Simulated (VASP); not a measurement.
Input of a VASP 6.6.1 run:

The input INCAR:

```
SYSTEM = H2CO2
PREC = Accurate
ENCUT = 520
EDIFF = 1E-6
ISMEAR = -1
SIGMA = 0.05
LREAL = Auto
LASPH = .TRUE.
NELM = 80
ALGO = Normal
ISIF = 2
LWAVE = .FALSE.
LCHARG = .FALSE.
GGA = PE
IVDW = 12
NBANDS = 98
```

The input KPOINTS:

```
regular mesh
0
G
  1 1 1
  0 0 0
```

File POSCAR:

```
H2CO2
1.0
    7.9581140000      0.0000000000      0.0000000000
    0.0000000000      7.9581140000      0.0000000000
    0.0000000000      0.0000000000      7.9581140000
O C H
16 8 16
Direct
    0.7809764977      0.1295533087      0.4757157286
    0.8963053306      0.3241345877      0.2940395174
    0.2056643069      0.3260571537     -0.0378732951
    0.3989010462      0.3616686064      0.1621364057
    0.7172302382      0.6663764807      0.9914283711
    0.5101585627      0.6452910828      0.8044368301
    0.2390641803      0.8204330825      0.7759501812
    0.1009158703      0.6280131197      0.9405369162
    0.2280188497      0.8341549267      0.2656659606
    0.2158174663      0.6291817383      0.4589529630
    0.1156304119      0.1111444244      0.5754378487
    0.3756292006      0.2044705567      0.5934320619
    0.8267285440      0.3327924179      0.8668385499
    0.7320453062      0.0653295492      0.8989818442
    0.5392106723      0.8632698652      0.4112657848
    0.7806120897      0.7095022765      0.4722098728
    0.7756360364      0.2534645772      0.3519929471
    0.3097090592      0.2691089874      0.0794660644
    0.5785164676      0.7241539892      0.9191373735
    0.1037180417      0.7575035995      0.8535690743
    0.1546346283      0.7042372100      0.3409224849
    0.2319519424      0.2318639818      0.5565765959
    0.7132091850      0.2078004914      0.8492715736
    0.6357033840      0.7144280668      0.4148093380
    0.8983284230      0.1029766600      0.5005080349
    0.6461455566      0.2818130024      0.3115310990
    0.2075240440      0.4510742118     -0.0412911903
    0.2917148460      0.1269019268      0.0875835657
    0.7396224784      0.5553325826      0.9314141516
    0.5476674499      0.8516716398      0.9732959342
    0.3386103793      0.7338799117      0.7815796557
   -0.0077656590      0.8374471640      0.8504276264
    0.3439885380      0.8392440722      0.3164694549
    0.0284740832      0.6850869440      0.2868518848
    0.1804070663      0.0104547384      0.6213532503
    0.1811107506      0.3513772233      0.5187661298
    0.9282475722      0.2910865564      0.9303837568
    0.5969630493      0.2637685261      0.7823210374
    0.6125697621      0.9548744841      0.4492773036
    0.5687905451      0.6032962081      0.3563909740
```

Potentials or basis: VASP PAW PBE potentials, release 64 (O, C, H).

Command:

```console
$ cat potpaw_PBE.64/O/POTCAR potpaw_PBE.64/C/POTCAR potpaw_PBE.64/H/POTCAR > POTCAR
$ mpirun -np 1 vasp_gam > vasp.out
```

(1) Predict the band gap on the k mesh.

(2) Estimate the dispersion energy per atom.

(3) Predict the largest force.

Results:

(1) 4.28 eV.

(2) -0.045 eV.

(3) 2.300 eV/Å.

Caveat: the k points lie up to 0.79 Å⁻¹ apart.
